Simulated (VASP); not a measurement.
Input of a VASP 6.6.1 run:

The input INCAR:

```
SYSTEM = Be2P
PREC = Accurate
ENCUT = 520
EDIFF = 1E-6
ISMEAR = 0
SIGMA = 0.2
LREAL = .False.
LASPH = .True.
NELM = 80
ALGO = Normal
ISIF = 2
LWAVE = .False.
LCHARG = .False.
GGA = PE
NBANDS = 18
```

KPOINTS

```
regular mesh
0
Gamma
  6 6 4
  0 0 0
```

POSCAR

```
Be2P
1.0
    3.4022292454      0.0000000000      0.0000000000
   -1.7011146227      2.9464169560      0.0000000000
    0.0000000000      0.0000000000      8.4419372501
Be P
4 2
Direct
    0.0000000000      0.0000000000      0.3827009470
    0.0000000000      0.0000000000      0.8827009470
    0.0000000000      0.0000000000      0.1172990530
    0.0000000000      0.0000000000      0.6172990530
    0.3333333333      0.6666666667      0.5000000000
    0.3333333333      0.6666666667      0.0000000000
```

Potentials or basis: VASP PAW PBE potentials, release 64 (Be, P).

Run with:

```sh
$ cat potpaw_PBE.64/Be/POTCAR potpaw_PBE.64/P/POTCAR > POTCAR
$ mpirun -np 1 vasp_std > vasp.out
```

**Question.** Estimate the band gap on the k mesh.

**Answer.** Zero (bands 9 and 10 overlap by 1.51 eV).

**Question.** Estimate the pressure.

**Answer.** 0.1 GPa.

Stress tensor (GPa, compression positive):
```
-0.32  0.00  0.00
 0.00 -0.32  0.00
 0.00  0.00  0.92
```
